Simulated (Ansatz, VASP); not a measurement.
SnO2 in VASP and in Ansatz

File INCAR:

```
ALGO = Normal
EDIFF = 1E-7
ENCUT = 520
GGA = PE
ISIF = 2
ISMEAR = -1
LASPH = T
LCHARG = F
LREAL = F
LWAVE = F
NBANDS = 35
NELM = 100
PREC = Accurate
SIGMA = 0.03
```

The input KPOINTS:

```
k-points
0
Gamma
  4 4 6
```

POSCAR

```
SnO2
1.0
    4.7373500000     -0.0236867500     -0.0236867500
   -0.0236867500      4.7373500000     -0.0236867500
   -0.0159320000     -0.0159320000      3.1864000000
Sn O
2 4
Direct
    0.0000000000      0.0000000000      0.0000000000
    0.5000000000      0.5000000000      0.5000000000
    0.3056200000      0.3056200000      0.0000000000
    0.1943800000      0.8056200000      0.5000000000
    0.6943800000      0.6943800000      0.0000000000
    0.8056200000      0.1943800000      0.5000000000
```

Input for Ansatz:

```yaml
crystal:
  lattice:
    - [4.73735, -0.02368675, -0.02368675]
    - [-0.02368675, 4.73735, -0.02368675]
    - [-0.015932, -0.015932, 3.1864]
  atoms:
    - { symbol: Sn, position: [0.0, 0.0, 0.0] }
    - { symbol: Sn, position: [0.5, 0.5, 0.5] }
    - { symbol: O, position: [0.30562, 0.30562, 0.0] }
    - { symbol: O, position: [0.19438, 0.80562, 0.5] }
    - { symbol: O, position: [0.69438, 0.69438, 0.0] }
    - { symbol: O, position: [0.80562, 0.19438, 0.5] }
kpoints:
  mp_grid: { grid: [4, 4, 6] }
  band_path:
    path:
      - [0.0, 0.0, 0.0]
      - [0.0, 0.0, 0.5]
      - [-0.4975230912, 0.4975230912, 0.5]
      - [-0.5024769088, -0.4975230912, 0.5]
      - [-0.5, -0.5, 0.5]
      - [0.0, 0.0, 0.0]
      - [-0.5, 0.5, 0.0]
      - [-0.5, 0.0, 0.5]
      - [0.0, 0.0, 0.0]
    npoints: 5
scf:
  occupations: { method: fermi_dirac, width: 0.03 }
hamiltonian:
  xc: pbe
  pseudopotentials: { kind: all_electron, lapw: { basis_error: 0.001 } }
output:
  forces: true
  stress: true
  eigenvalues: true
```

Change from the starting cell: equal xy, yz and zx shear strains of -1 %.

Alike in both runs: task single point; functional PBE; k mesh 4 × 4 × 6; occupations fermi-dirac, width 0.03 eV; no spin polarisation.

|  | VASP | Ansatz |
| --- | --- | --- |
| version | VASP 6.6.1 | Ansatz 0.2.0 |
| potentials or method | VASP PAW PBE potentials, release 64 (Sn_d, O), cutoff 520 eV | all-electron LAPW, scalar-relativistic |

|  | VASP | Ansatz | Ansatz less VASP |
| --- | --- | --- | --- |
| gap on the k mesh at the Fermi level (eV) | 1.24 | 1.26 | +0.013 |
| pressure (GPa) | 11.6 | 10.8 | -0.76 |
| traceless stress, the component that is largest in VASP (GPa) | 2.17 | 2.15 | -0.012 |
| rms of the force components (eV/Å) | 0.053 | 0.048 | -0.0049 |

Atom by atom the forces differ by 0.009 eV/Å (rms over components). Ansatz ran all-electron here, and VASP with PAW potentials.
